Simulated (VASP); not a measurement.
# Sn (I4/mmm) in VASP: notebook, part 2 of 2

VASP 6.6.1.

### Step 3. Single point, r2SCAN

File POSCAR:

```
Sn
1.0
   -2.1267818233      2.1267818233      1.5036347491
    2.1267818233     -2.1267818233      1.5036347491
    2.1267818233      2.1267818233     -1.5036347491
Sn
1
Direct
    0.0000000000      0.0000000000      0.0000000000
```

File INCAR.step1:

```
  ALGO = Normal
  EDIFF = 1E-4
  ENCUT = 520
  GGA = PE
  ISMEAR = 0
  LASPH = True
  LCHARG = False
  LREAL = False
  LWAVE = True
  NBANDS = 13
  NELM = 80
  PREC = Accurate
  SIGMA = 0.15
```

File INCAR.step2:

```
  ALGO = Normal
  EDIFF = 1E-6
  ENCUT = 520
  ISIF = 2
  ISMEAR = 0
  ISTART = 1
  LASPH = True
  LCHARG = True
  LELF = True
  LMIXTAU = True
  LREAL = False
  LVHAR = True
  LWAVE = False
  METAGGA = R2SCAN
  NBANDS = 13
  NELM = 80
  PREC = Accurate
  SIGMA = 0.15
```

File KPOINTS:

```
k-points
0
Gamma
  20 20 20
```

Potentials or basis: VASP PAW PBE potentials, release 64 (Sn_d).

Run with:

```bash
$ cat potpaw_PBE.64/Sn_d/POTCAR > POTCAR
$ cp INCAR.step1 INCAR
$ mpirun -np 1 vasp_std > vasp.out
$ cp INCAR.step2 INCAR
$ mpirun -np 1 vasp_std > vasp.out
```

OUTCAR:

```text
EDIFF = 1E-6
   ENCUT = 520
   ISIF = 2
   ISMEAR = 0
   ISTART = 1
   LASPH = True
   LREAL = False
   METAGGA = R2SCAN
   NELM = 80
   PREC = Accurate

 ion  position               nearest neighbor table
   1  0.000  0.000  0.000-

  LATTYP: Found a body centered tetragonal cell.
 ALAT       =     4.2535636466
 C/A-ratio  =     0.7070000000

  Lattice vectors:

 A1 = (  -2.1267818233,   2.1267818233,   1.5036347491)
 A2 = (   2.1267818233,  -2.1267818233,   1.5036347491)
 A3 = (   2.1267818233,   2.1267818233,  -1.5036347491)

Analysis of symmetry for initial positions (statically):
=====================================================================
 Subroutine PRICEL returns:
 Original cell was already a primitive cell.

 Routine SETGRP: Setting up the symmetry group for a
 body centered tetragonal supercell.

 Subroutine GETGRP returns: Found 16 space group operations
 (whereof 16 operations were pure point group operations)
 out of a pool of 16 trial point group operations.

The static configuration has the point symmetry D_4h.

Analysis of symmetry for dynamics (positions and initial velocities):
=====================================================================
 Subroutine PRICEL returns:
 Original cell was already a primitive cell.

 Routine SETGRP: Setting up the symmetry group for a
 body centered tetragonal supercell.

 Subroutine GETGRP returns: Found 16 space group operations
 (whereof 16 operations were pure point group operations)
 out of a pool of 16 trial point group operations.

The dynamic configuration has the point symmetry D_4h.

 Subroutine INISYM returns: Found 16 space group operations
 (whereof 16 operations are pure point group operations),
 and found     1 'primitive' translations

----------------------------------------------------------------------------------------

                                     Primitive cell

  volume of cell :      27.2050

  direct lattice vectors                    reciprocal lattice vectors
    -2.126781823  2.126781823  1.503634749     0.000000000  0.235096988  0.332527564
     2.126781823 -2.126781823  1.503634749     0.235096988  0.000000000  0.332527564
     2.126781823  2.126781823 -1.503634749     0.235096988  0.235096988  0.000000000

  length of vectors
     3.362635768  3.362635768  3.362635768     0.407240929  0.407240929  0.332477348

  position of ions in fractional coordinates (direct lattice)
     0.000000000  0.000000000  0.000000000

  ion indices of the primitive-cell ions
   primitive index   ion index
                 1           1

----------------------------------------------------------------------------------------

 KPOINTS: k-points

Automatic generation of k-mesh.
 Grid dimensions read from file:
 generate k-points for:   20   20   20

 Generating k-lattice:

  Cartesian coordinates                     Fractional coordinates (reciprocal lattice)
     0.000000000  0.011754849  0.016626378     0.050000000  0.000000000 -0.000000000
     0.011754849  0.000000000  0.016626378     0.000000000  0.050000000 -0.000000000
     0.011754849  0.011754849  0.000000000     0.000000000  0.000000000  0.050000000

  Length of vectors
     0.020362046  0.020362046  0.016623867

  Shift w.r.t. Gamma in fractional coordinates (k-lattice)
     0.000000000  0.000000000  0.000000000

 Subroutine IBZKPT returns following result:
 ===========================================

 Found    641 irreducible k-points:

 Following reciprocal coordinates:
            Coordinates               Weight
  0.000000  0.000000  0.000000      1.000000
  0.050000  0.000000 -0.000000      8.000000
  0.100000  0.000000 -0.000000      8.000000
  0.150000  0.000000 -0.000000      8.000000
  0.200000  0.000000 -0.000000      8.000000
  0.250000  0.000000 -0.000000      8.000000
[... 16 lines left out ...]
 -0.400000  0.050000  0.000000     16.000000
 -0.350000  0.050000  0.000000     16.000000
 [... further k-points ...]
   k-points           NKPTS =    641   k-points in BZ     NKDIM =    641   number of bands    NBANDS=     13
   number of dos      NEDOS =    301   number of ions     NIONS =      1
   total plane-waves  NPLWV =  21952
   dimension x,y,z NGX =    28 NGY =   28 NGZ =   28
   dimension x,y,z NGXF=    56 NGYF=   56 NGZF=   56
   ions per type =               1
   NGX,Y,Z   is equivalent  to a cutoff of  13.84, 13.84, 13.84 a.u.
   NGXF,Y,Z  is equivalent  to a cutoff of  27.69, 27.69, 27.69 a.u.
 SYSTEM =  unknown system
   PREC   = accura    normal or accurate (medium, high low for compatibility)
   ISTART =      1    job   : 0-new  1-cont  2-samecut
   ICHARG =      0    charge: 1-file 2-atom 10-const
   ISPIN  =      1    spin polarized calculation?
   LNONCOLLINEAR =      F non collinear calculations
   LSORBIT =      F    spin-orbit coupling
   LASPH  =      T    aspherical Exc in radial PAW
   ENCUT  =  520.0 eV  38.22 Ry    6.18 a.u.   6.25  6.25  6.25*2*pi/ulx,y,z
   NELM   =     80;   NELMIN=  2; NELMDL=  0     # of ELM steps
   EDIFF  = 0.1E-05   stopping-criterion for ELM
   LREAL  =      F    real-space projection
   EDIFFG = 0.1E-04   stopping-criterion for IOM
   NSW    =      0    number of steps for IOM
   IBRION =     -1    ionic relax: 0-MD 1-quasi-New 2-CG
   NFREE  =      0    steps in history (QN), initial steepest desc. (CG)
   ISIF   =      2    stress and relaxation
   ISYM   =      2    0-nonsym 1-usesym 2-fastsym
   POTIM  = 0.5000    time-step for ionic-motion
   TEBEG  =    0.0;   TEEND  =   0.0 temperature during run
   PSTRESS=    0.0 pullay stress
   NELECT =      14.0000    total number of electrons
   NUPDOWN=      -1.0000    fix difference up-down
   EMIN   =  10.00;   EMAX   =-10.00  energy-range for DOS
   EFERMI =   0.00;   METHOD = LEGACY
   ISMEAR =     0;   SIGMA  =   0.15  broadening in eV -4-tet -1-fermi 0-gaus
   EFERMI_NEDOS =   21; number of points for ismear=-14 and -15
   IALGO  =     38    algorithm
   IMIX   =      4    mixing-type and parameters
     AMIX     =   0.40;   BMIX     =  1.00
     AMIX_MAG =   1.60;   BMIX_MAG =  1.00
  volume/ion in A,a.u.               =      27.20       183.59
  Fermi-wavevector in a.u.,A,eV,Ry     =   1.311902  2.479136 23.416813  1.721087
  Thomas-Fermi vector in A             =   2.442332
   LORBIT       =      0    0 simple, 1 ext, 2 COOP (PROOUT), +10 PAW based schemes
   METAGGA = R2SCAN    functional components
   LHFCALC =     F    Hartree Fock is set to
   AEXX    =    0.0000 exact exchange contribution
   IVDW    =     0    specifies the selected vdW correction
   LEPSILON=     F    determine dielectric tensor
   LRPA    =     F    only Hartree local field effects (RPA)
 non-spin polarized calculation
 Gauss-broadening in eV      SIGMA  =   0.15
  energy-cutoff  :      520.00
  volume of cell :       27.20
 maximum number of plane-waves:       756
 NGX is ok and might be reduce to    28

 number of electron      14.0000001 magnetization

 Free energy of the ion-electron system (eV)
  ---------------------------------------------------
  ext. energy  EPLUGINS =         0.00000000
  ---------------------------------------------------
  free energy    TOTEN  =       -24.46760163 eV

  energy without entropy =      -24.46192225  energy(sigma->0) =      -24.46476194

 E-fermi :   8.0532     XC(G=0): -11.1889

 val. band max:        8.0529147225   @ k =  -0.2500  -0.3000   0.0500
 cond. band min:       8.0578806024   @ k =  -0.2500   0.4000   0.2500
 fundamental gap:      0.0049658799
 Fermi energy:         8.0531733612

 k-point     1 :       0.0000    0.0000    0.0000
  band No.  band energies     occupation
      1     -14.3606      2.00000
      2     -14.3040      2.00000
      3     -14.1275      2.00000
      4     -14.1274      2.00000
      5     -14.0825      2.00000
      6      -3.7537      2.00000
      7      13.6556      0.00000
      8      13.6556      0.00000
      9      17.0171      0.00000
     10      18.4269      0.00000
     11      20.0056      0.00000
     12      22.9021      0.00000
     13      22.9021      0.00000
[... 353 lines left out ...]
 k-point    24 :      -0.3500    0.0500    0.0000
  band No.  band energies     occupation
      1     -14.2821      2.00000
      2     -14.2240      2.00000
      3     -14.1167      2.00000
      4     -14.1018      2.00000
      5     -14.0843      2.00000
      6      -0.9536      2.00000
      7       9.2337      0.00000
      8      10.6723      0.00000
      9      12.2489      0.00000
     10      16.6262      0.00000
     11      17.9652      0.00000
     12      22.7511      0.00000
     13      23.6341      0.00000

 [... further k-points ...]

------------------------ aborting loop because EDIFF is reached ----------------------------------------

  FORCE on cell =-STRESS in cart. coord.  units (eV):
  Direction    XX          YY          ZZ          XY          YZ          ZX
  --------------------------------------------------------------------------------------
  -------------------------------------------------------------------------------------
  Total       -0.0614721     -0.0614721      1.2080835      0.0000000      0.0000000      0.0000000
  in kB       -3.6202650     -3.6202650     71.1474471      0.0000000      0.0000000      0.0000000
  external PRESSURE =      21.3023057 kB  Pullay stress =       0.0000000 kB

 VOLUME and BASIS-vectors are now :
 -----------------------------------------------------------------------------
  energy-cutoff  :      520.00
  volume of cell :       27.20
      direct lattice vectors                 reciprocal lattice vectors
    -2.126781823  2.126781823  1.503634749     0.000000000  0.235096988  0.332527564
     2.126781823 -2.126781823  1.503634749     0.235096988  0.000000000  0.332527564
     2.126781823  2.126781823 -1.503634749     0.235096988  0.235096988  0.000000000

 POSITION                                       TOTAL-FORCE (eV/Angst)
 -----------------------------------------------------------------------------------
      0.00000      0.00000      0.00000         0.000000      0.000000      0.000000
 -----------------------------------------------------------------------------------
    total drift:                                0.000000     -0.000000      0.000000

  FREE ENERGIE OF THE ION-ELECTRON SYSTEM (eV)
  ---------------------------------------------------
  free  energy   TOTEN  =       -24.4676016284 eV

  energy  without entropy=      -24.4619222539  energy(sigma->0) =      -24.46476194
```

OUTCAR.step1:

```text
EDIFF = 1E-4
   ENCUT = 520
   GGA = PE
   ISMEAR = 0
   LASPH = True
   LREAL = False
[... 600 lines left out ...]

 POSITION                                       TOTAL-FORCE (eV/Angst)
 -----------------------------------------------------------------------------------
      0.00000      0.00000      0.00000         0.000000      0.000000      0.000000
 -----------------------------------------------------------------------------------
    total drift:                               -0.000000     -0.000000      0.000000

  FREE ENERGIE OF THE ION-ELECTRON SYSTEM (eV)
  ---------------------------------------------------
  free  energy   TOTEN  =        -3.7128794082 eV

  energy  without entropy=       -3.7068031362  energy(sigma->0) =       -3.70984127
```

OSZICAR.step1:

```text
N       E                     dE             d eps       ncg     rms          rms(c)
DAV:   1     0.811542682816E+02    0.81154E+02   -0.71715E+03 17261   0.161E+03
DAV:   2     0.202045846357E+01   -0.79134E+02   -0.76645E+02 17736   0.341E+02
DAV:   3    -0.360629025345E+01   -0.56267E+01   -0.56077E+01 19826   0.738E+01
DAV:   4    -0.372359759331E+01   -0.11731E+00   -0.11728E+00 20147   0.114E+01
DAV:   5    -0.372759249986E+01   -0.39949E-02   -0.39948E-02 21939   0.205E+00    0.147E+00
DAV:   6    -0.371690074522E+01    0.10692E-01   -0.95836E-03 21272   0.172E+00    0.821E-01
DAV:   7    -0.371296787540E+01    0.39329E-02   -0.72372E-03 21486   0.143E+00    0.927E-02
DAV:   8    -0.371287940824E+01    0.88467E-04   -0.86584E-04 20601   0.467E-01
   1 F= -.37128794E+01 E0= -.37098413E+01  d E =-.607627E-02
```

Run time: 34 min. Hardware: 1 thread of AMD EPYC 7R13, shared host; peak memory 0.31 GiB.

What came out:

| Property | Result |
| --- | --- |
| Free energy | -24.4676 eV |
| Pressure | 2.1 GPa |
| Band gap on the k mesh | zero (bands 7 and 8 overlap by 8.60 eV) |

Levels at points of the mesh, in eV from the Fermi level:
```tsv
k point	band 5	band 6	band 7	band 8	band 9	band 10
(0.00, 0.00, 0.00)	-22.14	-11.81	5.60	5.60	8.96	10.37
(0.50, 0.00, 0.00)	-22.01	-5.22	-4.40	3.08	3.94	7.23
(0.50, 0.50, 0.00)	-22.07	-8.44	-5.21	8.18	8.62	12.55
(0.50, 0.50, 0.50)	-22.07	-4.81	-2.58	-2.58	2.93	5.66
```

Caveat: the PAW data sets were made with another functional, which shifts forces and pressure a little; spin-orbit coupling is left out, which moves the levels of the heavy elements.

### Step 4. Single point, r2SCAN

This run uses another cell than the first one, of the same volume but with other edges.

File POSCAR:

```
Sn
1.0
   -2.0001217658      2.0001217658      1.7001035009
    2.0001217658     -2.0001217658      1.7001035009
    2.0001217658      2.0001217658     -1.7001035009
Sn
1
Direct
    0.0000000000      0.0000000000      0.0000000000
```

File INCAR.step1:

```
PREC = Accurate
ENCUT = 520
ISMEAR = 0
SIGMA = 0.15
LREAL = False
LASPH = True
NELM = 80
NBANDS = 13
GGA = PE
ALGO = Normal
EDIFF = 1E-4
LWAVE = True
LCHARG = False
```

File INCAR.step2:

```
PREC = Accurate
ENCUT = 520
EDIFF = 1E-7
ISMEAR = 0
SIGMA = 0.15
LREAL = False
LASPH = True
NELM = 80
ALGO = Normal
ISIF = 2
LWAVE = False
LCHARG = True
METAGGA = R2SCAN
LMIXTAU = True
LELF = True
LVHAR = True
NBANDS = 13
ISTART = 1
```

File KPOINTS:

```
regular mesh
0
Gamma
  20 20 20
```

Potentials or basis: VASP PAW PBE potentials, release 64 (Sn_d).

Run with:

```bash
$ cat potpaw_PBE.64/Sn_d/POTCAR > POTCAR
$ cp INCAR.step1 INCAR
$ mpirun -np 1 vasp_std > vasp.out
$ cp INCAR.step2 INCAR
$ mpirun -np 1 vasp_std > vasp.out
```

OUTCAR:

```text
PREC = Accurate
   ENCUT = 520
   EDIFF = 1E-7
   ISMEAR = 0
   LREAL = False
   LASPH = True
   NELM = 80
   ISIF = 2
   METAGGA = R2SCAN
   ISTART = 1

 ion  position               nearest neighbor table
   1  0.000  0.000  0.000-

  LATTYP: Found a body centered tetragonal cell.
 ALAT       =     4.0002435316
 C/A-ratio  =     0.8500000000

  Lattice vectors:

 A1 = (  -2.0001217658,   2.0001217658,   1.7001035009)
 A2 = (   2.0001217658,  -2.0001217658,   1.7001035009)
 A3 = (   2.0001217658,   2.0001217658,  -1.7001035009)

Analysis of symmetry for initial positions (statically):
=====================================================================
 Subroutine PRICEL returns:
 Original cell was already a primitive cell.

 Routine SETGRP: Setting up the symmetry group for a
 body centered tetragonal supercell.

 Subroutine GETGRP returns: Found 16 space group operations
 (whereof 16 operations were pure point group operations)
 out of a pool of 16 trial point group operations.

The static configuration has the point symmetry D_4h.

Analysis of symmetry for dynamics (positions and initial velocities):
[... 168 lines left out ...]
      2     -14.2058      2.00000
      3     -14.2058      2.00000
      4     -14.1603      2.00000
      5     -14.0650      2.00000
      6      -3.6454      2.00000
      7      15.5319      0.00000
      8      15.5319      0.00000
      9      17.6121      0.00000
     10      19.0947      0.00000
     11      20.8535      0.00000
     12      21.0486      0.00000
     13      21.0486      0.00000
[... 354 lines left out ...]
  band No.  band energies     occupation
      1     -14.2810      2.00000
      2     -14.2153      2.00000
      3     -14.1003      2.00000
      4     -14.0911      2.00000
      5     -14.0682      2.00000
      6      -1.0543      2.00000
      7       8.0021      1.22222
      8      11.4967      0.00000
      9      13.2781      0.00000
     10      16.5207      0.00000
     11      17.6187      0.00000
     12      22.9320      0.00000
     13      25.7069      0.00000

 [... further k-points ...]

------------------------ aborting loop because EDIFF is reached ----------------------------------------

  FORCE on cell =-STRESS in cart. coord.  units (eV):
  Direction    XX          YY          ZZ          XY          YZ          ZX
  --------------------------------------------------------------------------------------
  -------------------------------------------------------------------------------------
  Total       -0.0294732     -0.0294732     -0.0509650      0.0000000      0.0000000      0.0000000
  in kB       -1.7357576     -1.7357576     -3.0014721      0.0000000      0.0000000      0.0000000
  external PRESSURE =      -2.1576624 kB  Pullay stress =       0.0000000 kB

 VOLUME and BASIS-vectors are now :
 -----------------------------------------------------------------------------
  energy-cutoff  :      520.00
  volume of cell :       27.20
      direct lattice vectors                 reciprocal lattice vectors
    -2.000121766  2.000121766  1.700103501     0.000000000  0.249984780  0.294099741
     2.000121766 -2.000121766  1.700103501     0.249984780  0.000000000  0.294099741
     2.000121766  2.000121766 -1.700103501     0.249984780  0.249984780  0.000000000

 POSITION                                       TOTAL-FORCE (eV/Angst)
 -----------------------------------------------------------------------------------
      0.00000      0.00000      0.00000        -0.000000     -0.000000      0.000000
 -----------------------------------------------------------------------------------
    total drift:                               -0.000000      0.000000      0.000000

  FREE ENERGIE OF THE ION-ELECTRON SYSTEM (eV)
  ---------------------------------------------------
  free  energy   TOTEN  =       -24.5200778121 eV

  energy  without entropy=      -24.5142718796  energy(sigma->0) =      -24.51717485
```

OSZICAR.step1:

```text
N       E                     dE             d eps       ncg     rms          rms(c)
DAV:   1     0.803431533623E+02    0.80343E+02   -0.71907E+03 17122   0.162E+03
DAV:   2     0.187843273002E+01   -0.78465E+02   -0.75831E+02 17706   0.338E+02
DAV:   3    -0.368121731672E+01   -0.55597E+01   -0.55371E+01 19958   0.730E+01
DAV:   4    -0.379533646256E+01   -0.11412E+00   -0.11410E+00 19554   0.112E+01
DAV:   5    -0.379920858774E+01   -0.38721E-02   -0.38721E-02 21608   0.201E+00    0.134E+00
DAV:   6    -0.378980043048E+01    0.94082E-02   -0.10141E-02 21069   0.173E+00    0.743E-01
DAV:   7    -0.378675398073E+01    0.30464E-02   -0.67066E-03 21076   0.135E+00    0.983E-02
DAV:   8    -0.378663799981E+01    0.11598E-03   -0.68630E-04 20401   0.438E-01    0.229E-02
DAV:   9    -0.378663739398E+01    0.60583E-06   -0.99854E-06 10433   0.455E-02
   1 F= -.37866374E+01 E0= -.37836767E+01  d E =-.592140E-02
```

Wall time 30 min (1 thread of AMD EPYC 7R13, shared host); peak memory 0.31 GiB.

Results:

| Quantity | Value |
| --- | --- |
| Free energy | -24.5201 eV |
| Pressure | -0.2 GPa |
| Band gap on the k mesh | zero (bands 7 and 8 overlap by 9.81 eV) |

Caveat: the PAW data sets were made with another functional, which shifts forces and pressure a little; spin-orbit coupling is left out, which moves the levels of the heavy elements.

### Step 5. Summary

| cell | gap on the mesh (eV) | pressure (GPa) |
| --- | --- | --- |
| a = 3.404 Å, angles 100.0, 100.0, 130.6°, 1 atom | none | 4.6 |
| a = 3.363 Å, angles 101.5, 101.5, 126.9°, 1 atom | none | 2.1 |
| a = 3.300 Å, angles 105.4, 105.4, 118.0°, 1 atom | none | -0.2 |

Alike in all rows: task single point; level r2SCAN; potentials or basis VASP PAW PBE potentials, release 64 (Sn_d); no spin polarisation; k mesh 20 × 20 × 20; cutoff (eV) 520; smearing gaussian 0.15 eV.

Caveats: the PAW data sets were made with another functional, which shifts forces and pressure a little; spin-orbit coupling is left out, which moves the levels of the heavy elements; the cell stands under pressure (at least some runs).

Total energies depend on the potentials used, so only differences within one code and one set of settings carry meaning.
